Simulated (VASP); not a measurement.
**Ca: single point with r2SCAN+rVV10**

Crystal: Ca.

```
CELL_PARAMETERS angstrom
-2.26948 2.26948 2.26948
2.26948 -2.26948 2.26948
2.26948 2.26948 -2.26948
ATOMIC_POSITIONS crystal
Ca 0.00000 0.00000 0.00000
```

This isn't the form of Ca at room conditions, which is fcc.

```
Program                : VASP 6.6.1
Task                   : single point
Functional             : r2SCAN
Dispersion             : rVV10
Potentials or basis    : VASP PAW PBE potentials, release 64 (Ca_sv)
Cutoff                 : 520 eV
k mesh                 : 8 × 8 × 8
Occupations            : tetrahedron
Spin                   : no spin polarisation
Dipole correction      : no
Further INCAR settings : ALGO = Normal; EDIFF = 1e-06; NBANDS = 11
```

```
Pressure               : -1.5 GPa
Band gap on the k mesh : zero (bands 5 and 6 overlap by 0.60 eV)
```

Levels at points of the mesh, in eV from the Fermi level:
```
           k point  band 3  band 4  band 5  band 6  band 7  band 8
(0.00, 0.00, 0.00)  -24.09  -24.09   -4.17    2.52    2.52    2.52
(0.50, 0.00, 0.00)  -24.12  -24.09   -0.83   -0.24    1.56    3.41
(0.50, 0.50, 0.50)  -24.16  -24.16    0.23    0.23    3.74    3.74
```

Wall time 84 s on 1 thread of Intel(R) Xeon(R) Platinum 8488C (Sapphire Rapids), with other jobs on the host, peak memory 0.28 GiB.

Caveat: the PAW data sets were made with another functional, which shifts forces and pressure a little; tetrahedron occupations give inexact forces and stress in metals.
